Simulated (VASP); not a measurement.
# KNbO3 (Pm-3m) in VASP: single point with PBE

Aim: the single point of KNbO3 with PBE.

Everything below comes from runs of VASP 6.6.1. Logs are shortened: lines on timing, memory, paths and dates and some standing lists are left out, and cuts for length are marked.

**1. The cell of the first run**

It takes space group Pm-3m (No. 221, cubic). The conventional cell has a = 4.029 Å, b = 4.029 Å, c = 4.029 Å, α = 90.00°, β = 90.00°, γ = 90.00°. K (site symmetry m-3m) has 12 O at 2.85 Å and 8 Nb at 3.49 Å within 3.8 Å. Nb (site symmetry m-3m) has 6 O at 2.01 Å within 2.7 Å. Within 2.7 Å of O (site symmetry 4/mmm) lie 2 Nb at 2.01 Å.

**2. Single point, PBE**

Input file INCAR:

```
SYSTEM = KNbO3
PREC = Accurate
ENCUT = 600
EDIFF = 1E-6
ISMEAR = 0
SIGMA = 0.01
LREAL = .FALSE.
LASPH = .TRUE.
NELM = 120
ALGO = Normal
ISIF = 2
LWAVE = .FALSE.
LCHARG = .FALSE.
GGA = PE
NBANDS = 28
GGA_COMPAT = .FALSE.
```

Input file KPOINTS:

```
regular mesh
0
G
  4 4 4
  0 0 0
```

Input file POSCAR:

```
KNbO3
1.0
    4.0291827800      0.0000000000      0.0000000000
    0.0000000000      4.0291827800      0.0000000000
    0.0000000000      0.0000000000      4.0291827800
K Nb O
1 1 3
Direct
    0.0000000000      0.0000000000      0.0000000000
    0.5000000000      0.5000000000      0.5000000000
    0.0000000000      0.5000000000      0.5000000000
    0.5000000000      0.0000000000      0.5000000000
    0.5000000000      0.5000000000      0.0000000000
```

Potentials or basis: VASP PAW PBE potentials, release 64 (K_sv, Nb_sv, O).

Command:

```console
cat potpaw_PBE.64/K_sv/POTCAR potpaw_PBE.64/Nb_sv/POTCAR potpaw_PBE.64/O/POTCAR > POTCAR
mpirun -np 1 vasp_std > vasp.out
```

OUTCAR:

```text
SYSTEM = KNbO3
   PREC = Accurate
   ENCUT = 600
   EDIFF = 1E-6
   ISMEAR = 0
   LREAL = .FALSE.
   LASPH = .TRUE.
   NELM = 120
   ISIF = 2
   GGA = PE

 ion  position               nearest neighbor table
   1  0.000  0.000  0.000-   3 2.85   4 2.85   5 2.85   3 2.85   4 2.85   3 2.85   5 2.85   3 2.85
                             4 2.85   5 2.85   4 2.85   5 2.85
   2  0.500  0.500  0.500-   3 2.01   4 2.01   5 2.01   5 2.01   4 2.01   3 2.01
   3  0.000  0.500  0.500-   2 2.01   2 2.01   1 2.85   1 2.85   1 2.85   1 2.85
   4  0.500  0.000  0.500-   2 2.01   2 2.01   1 2.85   1 2.85   1 2.85   1 2.85
   5  0.500  0.500  0.000-   2 2.01   2 2.01   1 2.85   1 2.85   1 2.85   1 2.85

  LATTYP: Found a simple cubic cell.
 ALAT       =     4.0291827800

  Lattice vectors:

 A1 = (   4.0291827800,   0.0000000000,   0.0000000000)
 A2 = (   0.0000000000,   4.0291827800,   0.0000000000)
 A3 = (   0.0000000000,   0.0000000000,   4.0291827800)

Analysis of symmetry for initial positions (statically):
=====================================================================
 Subroutine PRICEL returns:
 Original cell was already a primitive cell.

 Routine SETGRP: Setting up the symmetry group for a
 simple cubic supercell.

 Subroutine GETGRP returns: Found 48 space group operations
 (whereof 48 operations were pure point group operations)
 out of a pool of 48 trial point group operations.

The static configuration has the point symmetry O_h .

Analysis of symmetry for dynamics (positions and initial velocities):
=====================================================================
 Subroutine PRICEL returns:
 Original cell was already a primitive cell.

 Routine SETGRP: Setting up the symmetry group for a
 simple cubic supercell.

 Subroutine GETGRP returns: Found 48 space group operations
 (whereof 48 operations were pure point group operations)
 out of a pool of 48 trial point group operations.

The dynamic configuration has the point symmetry O_h .

 Subroutine INISYM returns: Found 48 space group operations
 (whereof 48 operations are pure point group operations),
 and found     1 'primitive' translations

----------------------------------------------------------------------------------------

                                     Primitive cell

  volume of cell :      65.4110

  direct lattice vectors                    reciprocal lattice vectors
     4.029182780  0.000000000  0.000000000     0.248189287  0.000000000  0.000000000
     0.000000000  4.029182780  0.000000000     0.000000000  0.248189287  0.000000000
     0.000000000  0.000000000  4.029182780     0.000000000  0.000000000  0.248189287

  length of vectors
     4.029182780  4.029182780  4.029182780     0.248189287  0.248189287  0.248189287

  position of ions in fractional coordinates (direct lattice)
     0.000000000  0.000000000  0.000000000
     0.500000000  0.500000000  0.500000000
     0.000000000  0.500000000  0.500000000
     0.500000000  0.000000000  0.500000000
     0.500000000  0.500000000  0.000000000

  ion indices of the primitive-cell ions
   primitive index   ion index
                 1           1
                 2           2
                 3           3
                 4           4
                 5           5

----------------------------------------------------------------------------------------

 KPOINTS: regular mesh

Automatic generation of k-mesh.
 Grid dimensions read from file:
 generate k-points for:    4    4    4

 Generating k-lattice:

  Cartesian coordinates                     Fractional coordinates (reciprocal lattice)
     0.062047322  0.000000000  0.000000000     0.250000000  0.000000000  0.000000000
     0.000000000  0.062047322  0.000000000     0.000000000  0.250000000  0.000000000
     0.000000000  0.000000000  0.062047322     0.000000000  0.000000000  0.250000000

  Length of vectors
     0.062047322  0.062047322  0.062047322

  Shift w.r.t. Gamma in fractional coordinates (k-lattice)
     0.000000000  0.000000000  0.000000000

 Subroutine IBZKPT returns following result:
 ===========================================

 Found     10 irreducible k-points:

 Following reciprocal coordinates:
            Coordinates               Weight
  0.000000  0.000000  0.000000      1.000000
  0.250000  0.000000  0.000000      6.000000
  0.500000  0.000000  0.000000      3.000000
  0.250000  0.250000  0.000000     12.000000
  0.500000  0.250000  0.000000     12.000000
  0.500000  0.500000  0.000000      3.000000
  0.250000  0.250000  0.250000      8.000000
  0.500000  0.250000  0.250000     12.000000
  0.500000  0.500000  0.250000      6.000000
  0.500000  0.500000  0.500000      1.000000
   k-points           NKPTS =     10   k-points in BZ     NKDIM =     10   number of bands    NBANDS=     28
   number of dos      NEDOS =    301   number of ions     NIONS =      5
   total plane-waves  NPLWV =  32768
   dimension x,y,z NGX =    32 NGY =   32 NGZ =   32
   dimension x,y,z NGXF=    64 NGYF=   64 NGZF=   64
   ions per type =               1   1   3
   NGX,Y,Z   is equivalent  to a cutoff of  13.20, 13.20, 13.20 a.u.
   NGXF,Y,Z  is equivalent  to a cutoff of  26.41, 26.41, 26.41 a.u.
 SYSTEM =  KNbO3
   PREC   = accura    normal or accurate (medium, high low for compatibility)
   ISTART =      0    job   : 0-new  1-cont  2-samecut
   ICHARG =      2    charge: 1-file 2-atom 10-const
   ISPIN  =      1    spin polarized calculation?
   LNONCOLLINEAR =      F non collinear calculations
   LSORBIT =      F    spin-orbit coupling
   LASPH  =      T    aspherical Exc in radial PAW
   ENCUT  =  600.0 eV  44.10 Ry    6.64 a.u.   8.05  8.05  8.05*2*pi/ulx,y,z
   NELM   =    120;   NELMIN=  2; NELMDL= -5     # of ELM steps
   EDIFF  = 0.1E-05   stopping-criterion for ELM
   LREAL  =      F    real-space projection
   EDIFFG = 0.1E-04   stopping-criterion for IOM
   NSW    =      0    number of steps for IOM
   IBRION =     -1    ionic relax: 0-MD 1-quasi-New 2-CG
   NFREE  =      0    steps in history (QN), initial steepest desc. (CG)
   ISIF   =      2    stress and relaxation
   ISYM   =      2    0-nonsym 1-usesym 2-fastsym
   POTIM  = 0.5000    time-step for ionic-motion
   TEBEG  =    0.0;   TEEND  =   0.0 temperature during run
   PSTRESS=    0.0 pullay stress
   NELECT =      40.0000    total number of electrons
   NUPDOWN=      -1.0000    fix difference up-down
   EMIN   =  10.00;   EMAX   =-10.00  energy-range for DOS
   EFERMI =   0.00;   METHOD = LEGACY
   ISMEAR =     0;   SIGMA  =   0.01  broadening in eV -4-tet -1-fermi 0-gaus
   EFERMI_NEDOS =   21; number of points for ismear=-14 and -15
   IALGO  =     38    algorithm
   IMIX   =      4    mixing-type and parameters
     AMIX     =   0.40;   BMIX     =  1.00
     AMIX_MAG =   1.60;   BMIX_MAG =  1.00
  volume/ion in A,a.u.               =      13.08        88.28
  Fermi-wavevector in a.u.,A,eV,Ry     =   1.389562  2.625891 26.271244  1.930882
  Thomas-Fermi vector in A             =   2.513581
   LORBIT       =      0    0 simple, 1 ext, 2 COOP (PROOUT), +10 PAW based schemes
   GGA     = PE    functional components
   LHFCALC =     F    Hartree Fock is set to
   AEXX    =    0.0000 exact exchange contribution
   IVDW    =     0    specifies the selected vdW correction
   LEPSILON=     F    determine dielectric tensor
   LRPA    =     F    only Hartree local field effects (RPA)
 non-spin polarized calculation
 Gauss-broadening in eV      SIGMA  =   0.01
  energy-cutoff  :      600.00
  volume of cell :       65.41
 maximum number of plane-waves:      2272
   NGX = 17   NGY = 17   NGZ = 17

 number of electron      40.0000011 magnetization

 Free energy of the ion-electron system (eV)
  ---------------------------------------------------
  ext. energy  EPLUGINS =         0.00000000
  ---------------------------------------------------
  free energy    TOTEN  =       -38.80859390 eV

  energy without entropy =      -38.80859390  energy(sigma->0) =      -38.80859390

 E-fermi :   3.3260     XC(G=0): -10.6854

 val. band max:        3.1480466462   @ k =   0.5000   0.5000   0.5000
 cond. band min:       4.6336660790   @ k =   0.0000   0.0000   0.0000
 fundamental gap:      1.4856194329
 Fermi energy:         3.3259924962

 k-point     1 :       0.0000    0.0000    0.0000
  band No.  band energies     occupation
      1     -51.9179      2.00000
      2     -27.9484      2.00000
      3     -27.9484      2.00000
      4     -27.9484      2.00000
      5     -24.2061      2.00000
      6     -13.9793      2.00000
[... 20 lines left out ...]
     27      11.2145      0.00000
     28      11.2145      0.00000

 k-point     2 :       0.2500    0.0000    0.0000
  band No.  band energies     occupation
      1     -51.9169      2.00000
      2     -28.0114      2.00000
      3     -27.9464      2.00000
      4     -27.9464      2.00000
      5     -24.1938      2.00000
      6     -13.9190      2.00000
[... 20 lines left out ...]
     27      11.8846      0.00000
     28      12.0028      0.00000

 k-point     3 :       0.5000    0.0000    0.0000
  band No.  band energies     occupation
      1     -51.9158      2.00000
      2     -28.0729      2.00000
      3     -27.9443      2.00000
      4     -27.9443      2.00000
      5     -24.1817      2.00000
      6     -13.9402      2.00000
[... 20 lines left out ...]
     27      12.6110      0.00000
     28      13.5676      0.00000

 k-point     4 :       0.2500    0.2500    0.0000
  band No.  band energies     occupation
      1     -51.9159      2.00000
      2     -28.0095      2.00000
      3     -28.0079      2.00000
      4     -27.9443      2.00000
      5     -24.1852      2.00000
      6     -13.7766      2.00000
[... 20 lines left out ...]
     27      12.4080      0.00000
     28      12.6542      0.00000

 k-point     5 :       0.5000    0.2500    0.0000
  band No.  band energies     occupation
      1     -51.9148      2.00000
      2     -28.0696      2.00000
      3     -28.0059      2.00000
      4     -27.9422      2.00000
      5     -24.1766      2.00000
      6     -13.7477      2.00000
[... 20 lines left out ...]
     27      13.2047      0.00000
     28      13.3796      0.00000

 k-point     6 :       0.5000    0.5000    0.0000
  band No.  band energies     occupation
      1     -51.9138      2.00000
      2     -28.0663      2.00000
      3     -28.0663      2.00000
      4     -27.9402      2.00000
      5     -24.1716      2.00000
      6     -13.6699      2.00000
[... 20 lines left out ...]
     27      13.7540      0.00000
     28      14.8623      0.00000

 k-point     7 :       0.2500    0.2500    0.2500
  band No.  band energies     occupation
      1     -51.9148      2.00000
      2     -28.0073      2.00000
      3     -28.0056      2.00000
      4     -28.0056      2.00000
      5     -24.1780      2.00000
      6     -13.4157      2.00000
[... 20 lines left out ...]
     27      12.9281      0.00000
     28      12.9281      0.00000

 k-point     8 :       0.5000    0.2500    0.2500
  band No.  band energies     occupation
      1     -51.9138      2.00000
      2     -28.0667      2.00000
      3     -28.0040      2.00000
      4     -28.0034      2.00000
      5     -24.1708      2.00000
      6     -13.3312      2.00000
[... 20 lines left out ...]
     27      13.2288      0.00000
     28      13.3882      0.00000

 k-point     9 :       0.5000    0.5000    0.2500
  band No.  band energies     occupation
      1     -51.9128      2.00000
      2     -28.0638      2.00000
      3     -28.0638      2.00000
      4     -28.0015      2.00000
      5     -24.1650      2.00000
      6     -13.1819      2.00000
[... 20 lines left out ...]
     27      12.9825      0.00000
     28      14.0319      0.00000

 k-point    10 :       0.5000    0.5000    0.5000
  band No.  band energies     occupation
      1     -51.9117      2.00000
      2     -28.0614      2.00000
      3     -28.0614      2.00000
      4     -28.0614      2.00000
      5     -24.1583      2.00000
      6     -12.6265      2.00000
[... 20 lines left out ...]
     27      13.7590      0.00000
     28      13.7971      0.00000

------------------------ aborting loop because EDIFF is reached ----------------------------------------

  FORCE on cell =-STRESS in cart. coord.  units (eV):
  Direction    XX          YY          ZZ          XY          YZ          ZX
  --------------------------------------------------------------------------------------
  -------------------------------------------------------------------------------------
  Total       -0.2409049     -0.2409049     -0.2409049      0.0000000      0.0000000      0.0000000
  in kB       -5.9007249     -5.9007249     -5.9007249      0.0000000      0.0000000      0.0000000
  external PRESSURE =      -5.9007249 kB  Pullay stress =       0.0000000 kB

 VOLUME and BASIS-vectors are now :
 -----------------------------------------------------------------------------
  energy-cutoff  :      600.00
  volume of cell :       65.41
      direct lattice vectors                 reciprocal lattice vectors
     4.029182780  0.000000000  0.000000000     0.248189287  0.000000000  0.000000000
     0.000000000  4.029182780  0.000000000     0.000000000  0.248189287  0.000000000
     0.000000000  0.000000000  4.029182780     0.000000000  0.000000000  0.248189287

 POSITION                                       TOTAL-FORCE (eV/Angst)
 -----------------------------------------------------------------------------------
      0.00000      0.00000      0.00000         0.000000      0.000000      0.000000
      2.01459      2.01459      2.01459         0.000000      0.000000      0.000000
      0.00000      2.01459      2.01459         0.000000      0.000000      0.000000
      2.01459      0.00000      2.01459         0.000000      0.000000      0.000000
      2.01459      2.01459      0.00000         0.000000      0.000000      0.000000
 -----------------------------------------------------------------------------------
    total drift:                                0.000000     -0.000000     -0.000000

  FREE ENERGIE OF THE ION-ELECTRON SYSTEM (eV)
  ---------------------------------------------------
  free  energy   TOTEN  =       -38.8085938968 eV

  energy  without entropy=      -38.8085938968  energy(sigma->0) =      -38.80859390
```

Wall time 35 s (1 thread of AMD EPYC 7R13, shared host); peak memory 0.15 GiB.

Results:

* Free energy: -38.8086 eV
* Pressure: -0.6 GPa
* Band gap on the k mesh: 1.49 eV, indirect (least direct gap 2.15 eV)

A k mesh can miss the band edges. As with any semilocal functional, this PBE gap is likely too small.
